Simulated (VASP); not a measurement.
# SnO (P2_1) in VASP: notebook

The runs below take SnO through single point, with LDA.

Program: VASP 6.6.1. These are calculated values, not measurements. Logs are shortened: lines on timing, memory, paths and dates and some standing lists are left out, and cuts for length are marked.

## 1. The cell of the first run

The structure is monoclinic, space group P2_1 (No. 4). The conventional cell has a = 3.355 Å, b = 4.222 Å, c = 11.353 Å, α = 90.00°, β = 91.69°, γ = 90.00°. Sn (site symmetry 1) has 3 O at 2.15 to 2.16 Å within 2.8 Å. Sn (site symmetry 1) has 3 O at 2.15 to 2.16 Å within 2.8 Å. Within 2.8 Å of O (site symmetry 1) lie 3 Sn at 2.15 to 2.16 Å. Within 2.8 Å of O (site symmetry 1) lie 3 Sn at 2.15 to 2.16 Å.

## 2. Single point, LDA (the part above a cut slid along it)

Contents of INCAR:

```
SYSTEM = SnO
PREC     = Accurate       ! precision mode
ENCUT    = 520            ! plane-wave cutoff, eV
EDIFF    = 1E-7           ! SCF threshold, eV
ISMEAR   = 0              ! smearing method
SIGMA    = 0.05           ! smearing width, eV
LREAL    = .False.        ! projectors in reciprocal space
LASPH    = .True.         ! aspherical terms in the spheres
NELM     = 80             ! most SCF steps
ALGO     = Normal         ! electronic algorithm
ISIF     = 2              ! what is computed and relaxed
LWAVE    = .False.        ! write WAVECAR
LCHARG   = .False.        ! write CHGCAR
NBANDS   = 50             ! bands
```

Contents of KPOINTS:

```
Automatic mesh
0
Gamma
  6 8 3
  0 0 0
```

Contents of POSCAR:

```
SnO
1.0
    0.0000000000      0.0000000000     -4.2219700000
   -3.3550050000      0.0000000000      0.0000000000
   -0.3355005000     11.3482080000      0.0000000000
Sn O
4 4
Direct
    0.4868560000     -0.0865954500      0.8659545000
    0.4868560000     -0.0365954500      0.3659545000
    0.9868560000      0.4865954500      0.1340455000
    0.9868560000      0.4365954500      0.6340455000
    0.2631430000     -0.0195625000      0.1956250000
    0.2631430000     -0.0695625000      0.6956250000
    0.7631430000      0.4195625000      0.8043750000
    0.7631430000      0.4695625000      0.3043750000
```

Potentials or basis: VASP PAW LDA potentials, release 64 (Sn_d, O).

Launch:

```bash
$ cat potpaw_LDA.64/Sn_d/POTCAR potpaw_LDA.64/O/POTCAR > POTCAR
$ mpirun -np 1 vasp_std > vasp.out
```

OUTCAR:

```text
SYSTEM = SnO
   PREC = Accurate
   ENCUT = 520
   EDIFF = 1E-7
   ISMEAR = 0
   LREAL = .False.
   LASPH = .True.
   NELM = 80
   ISIF = 2

 ion  position               nearest neighbor table
   1  0.487  0.913  0.866-   6 2.15   7 2.16   7 2.16
   2  0.487  0.963  0.366-   5 2.15   8 2.16   8 2.16
   3  0.987  0.487  0.134-   8 2.15   5 2.16   5 2.16
   4  0.987  0.437  0.634-   7 2.15   6 2.16   6 2.16
   5  0.263  0.980  0.196-   2 2.15   3 2.16   3 2.16
   6  0.263  0.930  0.696-   1 2.15   4 2.16   4 2.16
   7  0.763  0.420  0.804-   4 2.15   1 2.16   1 2.16
   8  0.763  0.470  0.304-   3 2.15   2 2.16   2 2.16

  LATTYP: Found a simple monoclinic cell.
 ALAT       =     3.3550050000
 B/A-ratio  =     1.2584094510
 C/A-ratio  =     3.3839491494
 COS(beta)  =    -0.0295512715

  Lattice vectors:

 A1 = (  -3.3550050000,   0.0000000000,   0.0000000000)
 A2 = (   0.0000000000,   0.0000000000,  -4.2219700000)
 A3 = (   0.3355005000, -11.3482080000,   0.0000000000)

Analysis of symmetry for initial positions (statically):
=====================================================================
 Subroutine PRICEL returns:
 Original cell was already a primitive cell.

 Routine SETGRP: Setting up the symmetry group for a
 simple monoclinic supercell.

 Subroutine GETGRP returns: Found  2 space group operations
 (whereof  1 operations were pure point group operations)
 out of a pool of  4 trial point group operations.

The static configuration has the point symmetry C_1 .
 The point group associated with its full space group is C_2 .

Analysis of symmetry for dynamics (positions and initial velocities):
=====================================================================
 Subroutine PRICEL returns:
 Original cell was already a primitive cell.

 Routine SETGRP: Setting up the symmetry group for a
 simple monoclinic supercell.

 Subroutine GETGRP returns: Found  2 space group operations
 (whereof  1 operations were pure point group operations)
 out of a pool of  4 trial point group operations.

The dynamic configuration has the point symmetry C_1 .
 The point group associated with its full space group is C_2 .

 Subroutine INISYM returns: Found  2 space group operations
 (whereof  1 operations are pure point group operations),
 and found     1 'primitive' translations

----------------------------------------------------------------------------------------

                                     Primitive cell

  volume of cell :     160.7443

  direct lattice vectors                    reciprocal lattice vectors
     0.000000000  0.000000000 -4.221970000     0.000000000  0.000000000 -0.236856254
    -3.355005000  0.000000000  0.000000000    -0.298062149 -0.008811964  0.000000000
    -0.335500500 11.348208000  0.000000000     0.000000000  0.088119640  0.000000000

  length of vectors
     4.221970000  3.355005000 11.353166316     0.236856254  0.298192380  0.088119640

  position of ions in fractional coordinates (direct lattice)
     0.486856000  0.913404550  0.865954500
     0.486856000  0.963404550  0.365954500
     0.986856000  0.486595450  0.134045500
     0.986856000  0.436595450  0.634045500
     0.263143000  0.980437500  0.195625000
     0.263143000  0.930437500  0.695625000
     0.763143000  0.419562500  0.804375000
     0.763143000  0.469562500  0.304375000

  ion indices of the primitive-cell ions
   primitive index   ion index
                 1           1
                 2           2
                 3           3
                 4           4
                 5           5
                 6           6
                 7           7
                 8           8

----------------------------------------------------------------------------------------

 KPOINTS: Automatic mesh

Automatic generation of k-mesh.
 Grid dimensions read from file:
 generate k-points for:    6    8    3

 Generating k-lattice:

  Cartesian coordinates                     Fractional coordinates (reciprocal lattice)
     0.000000000  0.000000000 -0.039476042     0.166666667  0.000000000  0.000000000
    -0.037257769 -0.001101495  0.000000000     0.000000000  0.125000000  0.000000000
     0.000000000  0.029373213  0.000000000     0.000000000  0.000000000  0.333333333

  Length of vectors
     0.039476042  0.037274047  0.029373213

  Shift w.r.t. Gamma in fractional coordinates (k-lattice)
     0.000000000  0.000000000  0.000000000

 Subroutine IBZKPT returns following result:
 ===========================================

 Found     52 irreducible k-points:

 Following reciprocal coordinates:
            Coordinates               Weight
  0.000000  0.000000  0.000000      1.000000
  0.166667  0.000000  0.000000      2.000000
  0.333333  0.000000  0.000000      2.000000
  0.500000  0.000000  0.000000      1.000000
  0.000000  0.125000 -0.000000      2.000000
  0.166667  0.125000 -0.000000      4.000000
[... 16 lines left out ...]
  0.333333  0.000000  0.333333      4.000000
  0.500000  0.000000  0.333333      2.000000
 [... further k-points ...]
   k-points           NKPTS =     52   k-points in BZ     NKDIM =     52   number of bands    NBANDS=     50
   number of dos      NEDOS =    301   number of ions     NIONS =      8
   total plane-waves  NPLWV =  75264
   dimension x,y,z NGX =    32 NGY =   28 NGZ =   84
   dimension x,y,z NGXF=    64 NGYF=   56 NGZF=  168
   ions per type =               4   4
   NGX,Y,Z   is equivalent  to a cutoff of  12.60, 13.87, 12.30 a.u.
   NGXF,Y,Z  is equivalent  to a cutoff of  25.20, 27.75, 24.60 a.u.
 SYSTEM =  SnO
   PREC   = accura    normal or accurate (medium, high low for compatibility)
   ISTART =      0    job   : 0-new  1-cont  2-samecut
   ICHARG =      2    charge: 1-file 2-atom 10-const
   ISPIN  =      1    spin polarized calculation?
   LNONCOLLINEAR =      F non collinear calculations
   LSORBIT =      F    spin-orbit coupling
   LASPH  =      T    aspherical Exc in radial PAW
   ENCUT  =  520.0 eV  38.22 Ry    6.18 a.u.   7.85  6.24 21.11*2*pi/ulx,y,z
   NELM   =     80;   NELMIN=  2; NELMDL= -5     # of ELM steps
   EDIFF  = 0.1E-06   stopping-criterion for ELM
   LREAL  =      F    real-space projection
   EDIFFG = 0.1E-05   stopping-criterion for IOM
   NSW    =      0    number of steps for IOM
   IBRION =     -1    ionic relax: 0-MD 1-quasi-New 2-CG
   NFREE  =      0    steps in history (QN), initial steepest desc. (CG)
   ISIF   =      2    stress and relaxation
   ISYM   =      2    0-nonsym 1-usesym 2-fastsym
   POTIM  = 0.5000    time-step for ionic-motion
   TEBEG  =    0.0;   TEEND  =   0.0 temperature during run
   PSTRESS=    0.0 pullay stress
   NELECT =      80.0000    total number of electrons
   NUPDOWN=      -1.0000    fix difference up-down
   EMIN   =  10.00;   EMAX   =-10.00  energy-range for DOS
   EFERMI =   0.00;   METHOD = LEGACY
   ISMEAR =     0;   SIGMA  =   0.05  broadening in eV -4-tet -1-fermi 0-gaus
   EFERMI_NEDOS =   21; number of points for ismear=-14 and -15
   IALGO  =     38    algorithm
   IMIX   =      4    mixing-type and parameters
     AMIX     =   0.40;   BMIX     =  1.00
     AMIX_MAG =   1.60;   BMIX_MAG =  1.00
  volume/ion in A,a.u.               =      20.09       135.59
  Fermi-wavevector in a.u.,A,eV,Ry     =   1.297357  2.451650 22.900458  1.683136
  Thomas-Fermi vector in A             =   2.428755
   LORBIT       =      0    0 simple, 1 ext, 2 COOP (PROOUT), +10 PAW based schemes
   GGA     = CA    functional components
   LHFCALC =     F    Hartree Fock is set to
   AEXX    =    0.0000 exact exchange contribution
   IVDW    =     0    specifies the selected vdW correction
   LEPSILON=     F    determine dielectric tensor
   LRPA    =     F    only Hartree local field effects (RPA)
 non-spin polarized calculation
 Gauss-broadening in eV      SIGMA  =   0.05
  energy-cutoff  :      520.00
  volume of cell :      160.74
 maximum number of plane-waves:      4360
 NGX is ok and might be reduce to    32
   NGX = 15   NGY = 13   NGZ = 43

 number of electron      79.9999976 magnetization

 Free energy of the ion-electron system (eV)
  ---------------------------------------------------
  ext. energy  EPLUGINS =         0.00000000
  ---------------------------------------------------
  free energy    TOTEN  =       -50.36304423 eV

  energy without entropy =      -50.36304423  energy(sigma->0) =      -50.36304423

 E-fermi :   4.7969     XC(G=0):  -9.9645

 val. band max:        4.5295840824   @ k =   0.0000   0.0000   0.0000
 cond. band min:       5.8825080751   @ k =   0.0000   0.3750   0.0000
 fundamental gap:      1.3529239927
 Fermi energy:         4.7968832438

 k-point     1 :       0.0000    0.0000    0.0000
  band No.  band energies     occupation
      1     -16.5520      2.00000
      2     -16.5440      2.00000
      3     -16.2497      2.00000
      4     -16.2458      2.00000
      5     -16.1593      2.00000
      6     -16.1519      2.00000
[... 42 lines left out ...]
     49      11.3782      0.00000
     50      12.3540      0.00000

 k-point     2 :       0.1667    0.0000    0.0000
  band No.  band energies     occupation
      1     -16.5363      2.00000
      2     -16.5296      2.00000
      3     -16.2716      2.00000
      4     -16.2679      2.00000
      5     -16.1542      2.00000
      6     -16.1480      2.00000
[... 42 lines left out ...]
     49      11.4588      0.00000
     50      12.3394      0.00000

 k-point     3 :       0.3333    0.0000    0.0000
  band No.  band energies     occupation
      1     -16.4900      2.00000
      2     -16.4864      2.00000
      3     -16.3362      2.00000
      4     -16.3333      2.00000
      5     -16.1422      2.00000
      6     -16.1392      2.00000
[... 42 lines left out ...]
     49      11.7449      0.00000
     50      12.3165      0.00000

 k-point     4 :       0.5000    0.0000    0.0000
  band No.  band energies     occupation
      1     -16.4178      2.00000
      2     -16.4178      2.00000
      3     -16.4174      2.00000
      4     -16.4174      2.00000
      5     -16.1303      2.00000
      6     -16.1303      2.00000
[... 999 lines left out ...]
 k-point    23 :       0.3333    0.0000    0.3333
  band No.  band energies     occupation
      1     -16.4891      2.00000
      2     -16.4873      2.00000
      3     -16.3355      2.00000
      4     -16.3340      2.00000
      5     -16.1415      2.00000
      6     -16.1401      2.00000
[... 42 lines left out ...]
     49      11.8306      0.00000
     50      12.0704      0.00000

 k-point    24 :       0.5000    0.0000    0.3333
  band No.  band energies     occupation
      1     -16.4178      2.00000
      2     -16.4178      2.00000
      3     -16.4175      2.00000
      4     -16.4175      2.00000
      5     -16.1298      2.00000
      6     -16.1298      2.00000
[... 42 lines left out ...]
     49      12.3144      0.00000
     50      12.3432      0.00000

 [... further k-points ...]

------------------------ aborting loop because EDIFF is reached ----------------------------------------

  FORCE on cell =-STRESS in cart. coord.  units (eV):
  Direction    XX          YY          ZZ          XY          YZ          ZX
  --------------------------------------------------------------------------------------
  -------------------------------------------------------------------------------------
  Total       -6.1030768     -4.8617124     -4.6075377     -0.0001634      0.0000000      0.0000000
  in kB      -60.8308398    -48.4578610    -45.9244409     -0.0016283      0.0000000      0.0000000
  external PRESSURE =     -51.7377139 kB  Pullay stress =       0.0000000 kB

 VOLUME and BASIS-vectors are now :
 -----------------------------------------------------------------------------
  energy-cutoff  :      520.00
  volume of cell :      160.74
      direct lattice vectors                 reciprocal lattice vectors
     0.000000000  0.000000000 -4.221970000     0.000000000  0.000000000 -0.236856254
    -3.355005000  0.000000000  0.000000000    -0.298062149 -0.008811964  0.000000000
    -0.335500500 11.348208000  0.000000000     0.000000000  0.088119640  0.000000000

 POSITION                                       TOTAL-FORCE (eV/Angst)
 -----------------------------------------------------------------------------------
     -3.35501      9.82703     -2.05549        -0.017653     -0.618966     -0.191308
     -3.35500      4.15293     -2.05549         0.003314     -0.615246     -0.193505
     -1.67750      1.52118     -4.16648         0.017653      0.618966     -0.191308
     -1.67750      7.19528     -4.16648        -0.003314      0.615246     -0.193505
     -3.35501      2.21999     -1.11098        -0.003671      0.167050      0.190735
     -3.35500      7.89410     -1.11098         0.010232      0.172783      0.194078
     -1.67750      9.12821     -3.22197         0.003671     -0.167050      0.190735
     -1.67750      3.45411     -3.22197        -0.010232     -0.172783      0.194078
 -----------------------------------------------------------------------------------
    total drift:                               -0.000047     -0.000007      0.000678

  FREE ENERGIE OF THE ION-ELECTRON SYSTEM (eV)
  ---------------------------------------------------
  free  energy   TOTEN  =       -50.3630442295 eV

  energy  without entropy=      -50.3630442295  energy(sigma->0) =      -50.36304423
```

Wall time 6.3 min (1 thread of Intel Xeon Platinum 8259CL at 2.50GHz (Skylake/Cascade Lake), shared host); peak memory 0.41 GiB.

Results:

| Item | Value |
| --- | --- |
| Free energy | -50.3630 eV |
| Pressure | -5.2 GPa |
| Largest force | 0.648 eV/Å |
| Band gap on the k mesh | 1.35 eV (least direct gap 1.82 eV) |

Forces on the atoms (eV/Å):
```
Sn  -0.018 -0.619 -0.191
Sn   0.003 -0.615 -0.194
Sn   0.018  0.619 -0.191
Sn  -0.003  0.615 -0.194
O   -0.004  0.167  0.191
O    0.010  0.173  0.194
O    0.004 -0.167  0.191
O   -0.010 -0.173  0.194
```

Levels at points of the mesh, in eV from the valence-band top:
| k point | band 38 | band 39 | band 40 | band 41 | band 42 | band 43 |
| --- | --- | --- | --- | --- | --- | --- |
| (0.00, 0.00, 0.00) | -1.59 | -1.36 | 0.00 | 2.58 | 3.11 | 3.25 |
| (0.50, 0.00, 0.00) | -1.66 | -1.50 | -1.50 | 1.88 | 1.88 | 2.59 |
| (0.00, 0.50, 0.00) | -1.16 | -1.01 | -0.68 | 1.72 | 1.93 | 2.46 |
| (0.50, 0.50, 0.00) | -1.08 | -0.45 | -0.45 | 2.08 | 2.08 | 2.43 |

Caveat: the cell differs from its parent crystal (the part above a cut slid along it); the cell stands under tension; spin-orbit coupling is left out, which moves the levels of the heavy elements.

[end of part 1 of 2]
